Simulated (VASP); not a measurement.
Runs of VASP 6.6.1 on ZnIr. The structure is hexagonal, space group P-6m2 (No. 187). Conventional cell: a = 2.777 Å, b = 2.777 Å, c = 4.164 Å, α = 90.00°, β = 90.00°, γ = 120.00°. Zn (site symmetry -6m2) has 6 Ir at 2.63 Å and 6 Zn at 2.78 Å within 3.5 Å. Ir (site symmetry -6m2) has 6 Zn at 2.63 Å and 6 Ir at 2.78 Å within 3.5 Å. 

| spin | fixed moment (μB) | pressure (GPa) | moment (μB) |
| --- | --- | --- | --- |
| off | - | -7.9 | - |
| collinear | 0.35 | (a) | 0.35 |
| collinear | 0.5 | -6.9 | 0.50 |
| collinear | 0.2 | -7.7 | 0.20 |
| collinear, zero start | 0.0 | -7.9 | 0.00 |
| collinear | 0.1 | -7.8 | 0.10 |

Alike in all rows: task single point; level LDA; potentials or basis VASP PAW LDA potentials, release 64 (Zn, Ir); cell as given; k mesh 14 × 14 × 8; cutoff (eV) 520; smearing fermi-dirac 0.03 eV.

Question: Fill in the values left out.

Answer: (a) -7.3.

Caveats: the cell stands under tension; the total moment is fixed, so each spin has its own Fermi level and the state may be an excited one (at least some runs); the total moment is fixed, so each spin has its own Fermi level (at least some runs).
